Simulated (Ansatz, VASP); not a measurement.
**NaCl in VASP and in Ansatz**

```xyz
2
Lattice="3.5022 0.0000 0.0000 0.0000 3.5022 0.0000 0.0000 0.0000 3.5022" Properties=species:S:1:pos:R:3 pbc="T T T"
Na    0.0000    0.0000    0.0000
Cl    1.7367    1.7367    1.7367
```

Change from the starting cell: all Cl atoms moved +0.025 Å, as atom 2 towards its neighbour atom 1 (Na) at 3.033 Å.

Alike in both runs: task single point; functional LDA; k mesh 6 × 6 × 6; occupations gaussian, width 0.05 eV; no spin polarisation.

```csv
,VASP,Ansatz
version,VASP 6.6.1,Ansatz 0.2.0
potentials or method,"VASP PAW LDA potentials, release 64 (Na_pv, Cl), cutoff 520 eV","scalar-relativistic, plane waves, PAW"
valence electrons in the cell,14,16
```

```tsv
	VASP	Ansatz	Ansatz less VASP
gap on the k mesh at the Fermi level (eV)	3.61	3.60	-0.006
least direct gap on the mesh (eV)	4.12	4.11	-0.007
pressure (GPa)	-3.1	-3.1	+0.04
```

LDA's correlation is that of Perdew and Zunger in VASP and of Perdew and Wang (1992) in Ansatz. VASP's potentials hold 14 valence electrons a cell and Ansatz's 16, so a difference there can come from the potentials and not from the codes.
